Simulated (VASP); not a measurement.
# CsPbBr3 (P4/mmm) in VASP: notebook

Runs on CsPbBr3. Level: LDA. Tasks: single point.

Program: VASP 6.6.1. These are calculated values, not measurements. Logs are shortened: lines on timing, memory, paths and dates and some standing lists are left out, and cuts for length are marked.

### Step 1. The cell of the first run

Symmetry: P4/mmm, No. 123, tetragonal system. The conventional cell has a = 5.870 Å, b = 5.870 Å, c = 5.518 Å, α = 90.00°, β = 90.00°, γ = 90.00°. Within 5.3 Å of Cs (site symmetry 4/mmm) lie 12 Br at 4.03 to 4.15 Å and 8 Pb at 4.98 Å. Within 3.6 Å of Pb (site symmetry 4/mmm) lie 6 Br at 2.76 to 2.94 Å. Within 3.9 Å of Br (site symmetry mmm) lie 2 Pb at 2.94 Å. Br (site symmetry 4/mmm) has 2 Pb at 2.76 Å within 3.6 Å.

### Step 2. Single point, LDA (strain -0.0600 x Voigt [0, 1, 0, 0, 0, 0])

Input file INCAR:

```
ALGO = Normal
EDIFF = 1E-6
ENCUT = 520
ISIF = 2
ISMEAR = 0
LASPH = T
LCHARG = F
LREAL = F
LWAVE = F
NBANDS = 30
NELM = 60
PREC = Accurate
SIGMA = 0.05
```

Input file KPOINTS:

```
k-points
0
Gamma
  6 6 6
```

Input file POSCAR:

```
CsPbBr3
1.0
    5.8700000000      0.0000000000      0.0000000000
    0.0000000000      5.5178000000      0.0000000000
    0.0000000000      0.0000000000      5.8700000000
Cs Pb Br
1 1 3
Direct
    0.0000000000      0.0000000000      0.0000000000
    0.5000000000      0.5000000000      0.5000000000
    0.0000000000      0.5000000000      0.5000000000
    0.5000000000      0.0000000000      0.5000000000
    0.5000000000      0.5000000000      0.0000000000
```

Potentials or basis: VASP PAW LDA potentials, release 64 (Cs_sv, Pb_d, Br).

Started as:

```bash
> cat potpaw_LDA.64/Cs_sv/POTCAR potpaw_LDA.64/Pb_d/POTCAR potpaw_LDA.64/Br/POTCAR > POTCAR
> mpirun -np 1 vasp_std > vasp.out
```

OUTCAR:

```text
EDIFF = 1E-6
   ENCUT = 520
   ISIF = 2
   ISMEAR = 0
   LASPH = T
   LREAL = F
   NELM = 60
   PREC = Accurate

 ion  position               nearest neighbor table
   1  0.000  0.000  0.000-
   2  0.500  0.500  0.500-   4 2.76   4 2.76   5 2.94   5 2.94   3 2.94   3 2.94
   3  0.000  0.500  0.500-   2 2.94   2 2.94
   4  0.500  0.000  0.500-   2 2.76   2 2.76
   5  0.500  0.500  0.000-   2 2.94   2 2.94

  LATTYP: Found a simple tetragonal cell.
 ALAT       =     5.8700000000
 C/A-ratio  =     0.9400000000

  Lattice vectors:

 A1 = (  -5.8700000000,   0.0000000000,   0.0000000000)
 A2 = (   0.0000000000,   0.0000000000,   5.8700000000)
 A3 = (   0.0000000000,   5.5178000000,   0.0000000000)

Analysis of symmetry for initial positions (statically):
=====================================================================
 Subroutine PRICEL returns:
 Original cell was already a primitive cell.

 Routine SETGRP: Setting up the symmetry group for a
 simple tetragonal supercell.

 Subroutine GETGRP returns: Found 16 space group operations
 (whereof 16 operations were pure point group operations)
 out of a pool of 16 trial point group operations.

The static configuration has the point symmetry D_4h.

Analysis of symmetry for dynamics (positions and initial velocities):
=====================================================================
 Subroutine PRICEL returns:
 Original cell was already a primitive cell.

 Routine SETGRP: Setting up the symmetry group for a
 simple tetragonal supercell.

 Subroutine GETGRP returns: Found 16 space group operations
 (whereof 16 operations were pure point group operations)
 out of a pool of 16 trial point group operations.

The dynamic configuration has the point symmetry D_4h.

 Subroutine INISYM returns: Found 16 space group operations
 (whereof 16 operations are pure point group operations),
 and found     1 'primitive' translations

----------------------------------------------------------------------------------------

                                     Primitive cell

  volume of cell :     190.1263

  direct lattice vectors                    reciprocal lattice vectors
     5.870000000  0.000000000  0.000000000     0.170357751  0.000000000  0.000000000
     0.000000000  5.517800000  0.000000000     0.000000000  0.181231650  0.000000000
     0.000000000  0.000000000  5.870000000     0.000000000  0.000000000  0.170357751

  length of vectors
     5.870000000  5.517800000  5.870000000     0.170357751  0.181231650  0.170357751

  position of ions in fractional coordinates (direct lattice)
     0.000000000  0.000000000  0.000000000
     0.500000000  0.500000000  0.500000000
     0.000000000  0.500000000  0.500000000
     0.500000000  0.000000000  0.500000000
     0.500000000  0.500000000  0.000000000

  ion indices of the primitive-cell ions
   primitive index   ion index
                 1           1
                 2           2
                 3           3
                 4           4
                 5           5

----------------------------------------------------------------------------------------

 KPOINTS: k-points

Automatic generation of k-mesh.
 Grid dimensions read from file:
 generate k-points for:    6    6    6

 Generating k-lattice:

  Cartesian coordinates                     Fractional coordinates (reciprocal lattice)
     0.028392959  0.000000000  0.000000000     0.166666667  0.000000000  0.000000000
     0.000000000  0.030205275  0.000000000     0.000000000  0.166666667  0.000000000
     0.000000000  0.000000000  0.028392959     0.000000000  0.000000000  0.166666667

  Length of vectors
     0.028392959  0.030205275  0.028392959

  Shift w.r.t. Gamma in fractional coordinates (k-lattice)
     0.000000000  0.000000000  0.000000000

 Subroutine IBZKPT returns following result:
 ===========================================

 Found     40 irreducible k-points:

 Following reciprocal coordinates:
            Coordinates               Weight
  0.000000  0.000000  0.000000      1.000000
  0.166667  0.000000  0.000000      4.000000
  0.333333  0.000000  0.000000      4.000000
  0.500000  0.000000  0.000000      2.000000
  0.000000  0.166667  0.000000      2.000000
  0.166667  0.166667  0.000000      8.000000
[... 16 lines left out ...]
  0.166667  0.333333  0.166667      8.000000
  0.333333  0.333333  0.166667     16.000000
 [... further k-points ...]
   k-points           NKPTS =     40   k-points in BZ     NKDIM =     40   number of bands    NBANDS=     30
   number of dos      NEDOS =    301   number of ions     NIONS =      5
   total plane-waves  NPLWV =  96768
   dimension x,y,z NGX =    48 NGY =   42 NGZ =   48
   dimension x,y,z NGXF=    96 NGYF=   84 NGZF=   96
   ions per type =               1   1   3
   NGX,Y,Z   is equivalent  to a cutoff of  13.59, 12.65, 13.59 a.u.
   NGXF,Y,Z  is equivalent  to a cutoff of  27.19, 25.31, 27.19 a.u.
 SYSTEM =  unknown system
   PREC   = accura    normal or accurate (medium, high low for compatibility)
   ISTART =      0    job   : 0-new  1-cont  2-samecut
   ICHARG =      2    charge: 1-file 2-atom 10-const
   ISPIN  =      1    spin polarized calculation?
   LNONCOLLINEAR =      F non collinear calculations
   LSORBIT =      F    spin-orbit coupling
   LASPH  =      T    aspherical Exc in radial PAW
   ENCUT  =  520.0 eV  38.22 Ry    6.18 a.u.  10.91 10.26 10.91*2*pi/ulx,y,z
   NELM   =     60;   NELMIN=  2; NELMDL= -5     # of ELM steps
   EDIFF  = 0.1E-05   stopping-criterion for ELM
   LREAL  =      F    real-space projection
   EDIFFG = 0.1E-04   stopping-criterion for IOM
   NSW    =      0    number of steps for IOM
   IBRION =     -1    ionic relax: 0-MD 1-quasi-New 2-CG
   NFREE  =      0    steps in history (QN), initial steepest desc. (CG)
   ISIF   =      2    stress and relaxation
   ISYM   =      2    0-nonsym 1-usesym 2-fastsym
   POTIM  = 0.5000    time-step for ionic-motion
   TEBEG  =    0.0;   TEEND  =   0.0 temperature during run
   PSTRESS=    0.0 pullay stress
   NELECT =      44.0000    total number of electrons
   NUPDOWN=      -1.0000    fix difference up-down
   EMIN   =  10.00;   EMAX   =-10.00  energy-range for DOS
   EFERMI =   0.00;   METHOD = LEGACY
   ISMEAR =     0;   SIGMA  =   0.05  broadening in eV -4-tet -1-fermi 0-gaus
   EFERMI_NEDOS =   21; number of points for ismear=-14 and -15
   IALGO  =     38    algorithm
   IMIX   =      4    mixing-type and parameters
     AMIX     =   0.40;   BMIX     =  1.00
     AMIX_MAG =   1.60;   BMIX_MAG =  1.00
  volume/ion in A,a.u.               =      38.03       256.61
  Fermi-wavevector in a.u.,A,eV,Ry     =   1.005106  1.899374 13.745111  1.010237
  Thomas-Fermi vector in A             =   2.137764
   LORBIT       =      0    0 simple, 1 ext, 2 COOP (PROOUT), +10 PAW based schemes
   GGA     = CA    functional components
   LHFCALC =     F    Hartree Fock is set to
   AEXX    =    0.0000 exact exchange contribution
   IVDW    =     0    specifies the selected vdW correction
   LEPSILON=     F    determine dielectric tensor
   LRPA    =     F    only Hartree local field effects (RPA)
 non-spin polarized calculation
 Gauss-broadening in eV      SIGMA  =   0.05
  energy-cutoff  :      520.00
  volume of cell :      190.13
 maximum number of plane-waves:      5148
 NGX is ok and might be reduce to    48
   NGX = 21   NGY = 21   NGZ = 21

 number of electron      43.9999997 magnetization

 Free energy of the ion-electron system (eV)
  ---------------------------------------------------
  ext. energy  EPLUGINS =         0.00000000
  ---------------------------------------------------
  free energy    TOTEN  =       -17.74837358 eV

  energy without entropy =      -17.74837358  energy(sigma->0) =      -17.74837358

 E-fermi :   2.2598     XC(G=0):  -8.3128

 val. band max:        1.9999558843   @ k =   0.5000   0.5000   0.5000
 cond. band min:       2.8500219933   @ k =   0.5000   0.5000   0.5000
 fundamental gap:      0.8500661090
 Fermi energy:         2.2598438545

 k-point     1 :       0.0000    0.0000    0.0000
  band No.  band energies     occupation
      1     -19.7747      2.00000
      2     -15.3401      2.00000
      3     -15.1803      2.00000
      4     -14.9941      2.00000
      5     -14.9889      2.00000
      6     -14.9889      2.00000
[... 22 lines left out ...]
     29       7.5668      0.00000
     30       7.5668      0.00000

 k-point     2 :       0.1667    0.0000    0.0000
  band No.  band energies     occupation
      1     -19.7743      2.00000
      2     -15.3377      2.00000
      3     -15.1669      2.00000
      4     -14.9943      2.00000
      5     -14.9892      2.00000
      6     -14.9889      2.00000
[... 22 lines left out ...]
     29       6.6789      0.00000
     30       7.4924      0.00000

 k-point     3 :       0.3333    0.0000    0.0000
  band No.  band energies     occupation
      1     -19.7736      2.00000
      2     -15.3339      2.00000
      3     -15.1389      2.00000
      4     -14.9949      2.00000
      5     -14.9897      2.00000
      6     -14.9889      2.00000
[... 22 lines left out ...]
     29       7.0687      0.00000
     30       7.5231      0.00000

 k-point     4 :       0.5000    0.0000    0.0000
  band No.  band energies     occupation
      1     -19.7732      2.00000
      2     -15.3323      2.00000
      3     -15.1243      2.00000
      4     -14.9952      2.00000
      5     -14.9900      2.00000
      6     -14.9889      2.00000
[... 22 lines left out ...]
     29       7.4830      0.00000
     30       7.7069      0.00000

 k-point     5 :       0.0000    0.1667    0.0000
  band No.  band energies     occupation
      1     -19.7740      2.00000
      2     -15.2966      2.00000
      3     -15.1802      2.00000
      4     -14.9941      2.00000
      5     -14.9896      2.00000
      6     -14.9896      2.00000
[... 22 lines left out ...]
     29       7.4599      0.00000
     30       7.4756      0.00000
[... 526 lines left out ...]
     29       7.1966      0.00000
     30       7.3922      0.00000

 k-point    22 :       0.5000    0.1667    0.1667
  band No.  band energies     occupation
      1     -19.7723      2.00000
      2     -15.2837      2.00000
      3     -15.1090      2.00000
      4     -14.9954      2.00000
      5     -14.9908      2.00000
      6     -14.9899      2.00000
[... 22 lines left out ...]
     29       7.2581      0.00000
     30       7.5238      0.00000

 k-point    23 :       0.1667    0.3333    0.1667
  band No.  band energies     occupation
      1     -19.7720      2.00000
      2     -15.1953      2.00000
      3     -15.1532      2.00000
      4     -14.9946      2.00000
      5     -14.9914      2.00000
      6     -14.9914      2.00000
[... 22 lines left out ...]
     29       6.9610      0.00000
     30       7.5876      0.00000

 k-point    24 :       0.3333    0.3333    0.1667
  band No.  band energies     occupation
      1     -19.7715      2.00000
      2     -15.1903      2.00000
      3     -15.1215      2.00000
      4     -14.9951      2.00000
      5     -14.9920      2.00000
      6     -14.9914      2.00000
[... 22 lines left out ...]
     29       7.4187      0.00000
     30       7.5118      0.00000

 [... further k-points ...]

------------------------ aborting loop because EDIFF is reached ----------------------------------------

  FORCE on cell =-STRESS in cart. coord.  units (eV):
  Direction    XX          YY          ZZ          XY          YZ          ZX
  --------------------------------------------------------------------------------------
  -------------------------------------------------------------------------------------
  Total       -0.8907877      3.8305740     -0.8907877     -0.0000000      0.0000000      0.0000000
  in kB       -7.5065891     32.2799071     -7.5065891     -0.0000000      0.0000000      0.0000000
  external PRESSURE =       5.7555763 kB  Pullay stress =       0.0000000 kB

 VOLUME and BASIS-vectors are now :
 -----------------------------------------------------------------------------
  energy-cutoff  :      520.00
  volume of cell :      190.13
      direct lattice vectors                 reciprocal lattice vectors
     5.870000000  0.000000000  0.000000000     0.170357751  0.000000000  0.000000000
     0.000000000  5.517800000  0.000000000     0.000000000  0.181231650  0.000000000
     0.000000000  0.000000000  5.870000000     0.000000000  0.000000000  0.170357751

 POSITION                                       TOTAL-FORCE (eV/Angst)
 -----------------------------------------------------------------------------------
      0.00000      0.00000      0.00000         0.000000      0.000000      0.000000
      2.93500      2.75890      2.93500         0.000000      0.000000      0.000000
      0.00000      2.75890      2.93500         0.000000      0.000000      0.000000
      2.93500      0.00000      2.93500         0.000000      0.000000      0.000000
      2.93500      2.75890      0.00000         0.000000      0.000000      0.000000
 -----------------------------------------------------------------------------------
    total drift:                                0.000000     -0.000000     -0.000000

  FREE ENERGIE OF THE ION-ELECTRON SYSTEM (eV)
  ---------------------------------------------------
  free  energy   TOTEN  =       -17.7483735764 eV

  energy  without entropy=      -17.7483735764  energy(sigma->0) =      -17.74837358
```

Run time: 3.3 min. Hardware: 1 thread of Intel Xeon 6975P-C, shared host; peak memory 0.39 GiB.

What came out:

* Free energy: -17.7484 eV
* Pressure: 0.6 GPa
* Band gap on the k mesh: 0.85 eV, direct

Caveat: the cell differs from its parent crystal (strain -0.0600 x Voigt [0, 1, 0, 0, 0, 0]); spin-orbit coupling is left out, which moves the levels of the heavy elements.

### Step 3. Single point, LDA (strain -0.0450 x Voigt [0, 1, 0, 0, 0, 0])

Input file INCAR:

```
ALGO = Normal ; EDIFF = 1E-6
ENCUT = 520 ; GGA = CA
ISIF = 2 ; ISMEAR = 0
LASPH = T ; LCHARG = F
LREAL = F ; LWAVE = F
NBANDS = 30 ; NELM = 100
PREC = Accurate ; SIGMA = 0.05
```

KPOINTS is that of step 2.

POSCAR, as its differences from that of step 2:

```diff
@@ -3,3 +3,3 @@
     5.8700000000      0.0000000000      0.0000000000
-    0.0000000000      5.5178000000      0.0000000000
+    0.0000000000      5.6058500000      0.0000000000
     0.0000000000      0.0000000000      5.8700000000
```

Potentials or basis: VASP PAW LDA potentials, release 64 (Cs_sv, Pb_d, Br).

Started as:

```bash
> cat potpaw_LDA.64/Cs_sv/POTCAR potpaw_LDA.64/Pb_d/POTCAR potpaw_LDA.64/Br/POTCAR > POTCAR
> mpirun -np 1 vasp_std > vasp.out
```

It took 3.3 min on 1 thread of Intel Xeon 6975P-C, shared host; peak memory 0.39 GiB.

Results (log left out):

| Quantity | Value |
| --- | --- |
| Free energy | -17.7965 eV |
| Pressure | 0.0 GPa |
| Band gap on the k mesh | 1.00 eV, direct |

Stress tensor (GPa, compression positive):
```
-0.86  0.00  0.00
 0.00  1.84  0.00
 0.00  0.00 -0.86
```

Levels at points of the mesh, in eV from the valence-band top:
```tsv
k point	band 20	band 21	band 22	band 23	band 24	band 25
(0.00, 0.00, 0.00)	-2.39	-2.39	-2.39	2.38	3.42	3.54
(0.50, 0.00, 0.00)	-2.53	-2.51	-1.76	2.25	3.87	4.50
(0.00, 0.50, 0.00)	-2.53	-2.53	-1.38	2.43	4.06	4.57
(0.50, 0.50, 0.00)	-2.59	-1.99	-0.69	1.58	1.95	4.37
(0.50, 0.00, 0.50)	-2.61	-2.05	-1.03	1.76	1.76	4.68
(0.50, 0.50, 0.50)	-1.97	-1.97	0.00	1.00	1.00	1.37
```

Caveat: the cell differs from its parent crystal (strain -0.0450 x Voigt [0, 1, 0, 0, 0, 0]); spin-orbit coupling is left out, which moves the levels of the heavy elements.
